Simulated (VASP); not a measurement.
A run of VASP 6.6.1 is set up as follows.

INCAR

```
PREC = Accurate ; ENCUT = 500
EDIFF = 1E-6 ; ISMEAR = 0
SIGMA = 0.02 ; LREAL = F
LASPH = T ; NELM = 120
ALGO = Normal ; ISIF = 2
LWAVE = F ; LCHARG = F
GGA = PE ; NBANDS = 11
GGA_COMPAT = F
```

File KPOINTS:

```
regular mesh
0
Gamma
  10 10 10
```

The input POSCAR:

```
BAs
1.0
    0.0000000000      2.4044111589      2.4044111589
    2.4044111589      0.0000000000      2.4044111589
    2.4044111589      2.4044111589      0.0000000000
B As
1 1
Direct
    0.0000000000      0.0000000000      0.0000000000
    0.7500000000      0.7500000000      0.7500000000
```

Potentials or basis: VASP PAW PBE potentials, release 64 (B, As).

Launch:

```sh
$ cat potpaw_PBE.64/B/POTCAR potpaw_PBE.64/As/POTCAR > POTCAR
$ mpirun -np 1 vasp_std > vasp.out
```

(1) What does it give for the pressure?

(2) Estimate the band gap on the k mesh.

Results:

(1) 0.6 GPa.

(2) 1.20 eV (least direct gap 3.25 eV).
